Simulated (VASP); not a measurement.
Input of a VASP 6.6.1 run:

INCAR

```
ALGO = Normal ; EDIFF = 1E-6
ENCUT = 520 ; GGA = PS
ISIF = 2 ; ISMEAR = -1
LASPH = True ; LCHARG = False
LREAL = False ; LWAVE = False
NBANDS = 14 ; NELM = 100
PREC = Accurate ; SIGMA = 0.01
```

KPOINTS

```
k-points
0
Gamma
  10 10 10
```

The input POSCAR:

```
HfN
1.0
   -0.0451800000      2.2364100000      2.2364100000
    2.2364100000     -0.0451800000      2.2364100000
    2.2364100000      2.2364100000     -0.0451800000
Hf N
1 1
Direct
    0.0000000000      0.0000000000      0.0000000000
    0.5000000000      0.5000000000      0.5000000000
```

Potentials or basis: VASP PAW PBE potentials, release 64 (Hf_pv, N).

The run is started by

```console
$ cat potpaw_PBE.64/Hf_pv/POTCAR potpaw_PBE.64/N/POTCAR > POTCAR
$ mpirun -np 1 vasp_std > vasp.out
```

**Question.** What does it give for the pressure?

**Answer.** -5.1 GPa.

Stress tensor (GPa, compression positive):
```
-5.11  2.30  2.30
 2.30 -5.11  2.30
 2.30  2.30 -5.11
```

Caveat: the cell differs from its parent crystal (equal xy, yz and zx shear strains of -2 %); the PAW data sets were made with another functional, which shifts forces and pressure a little.
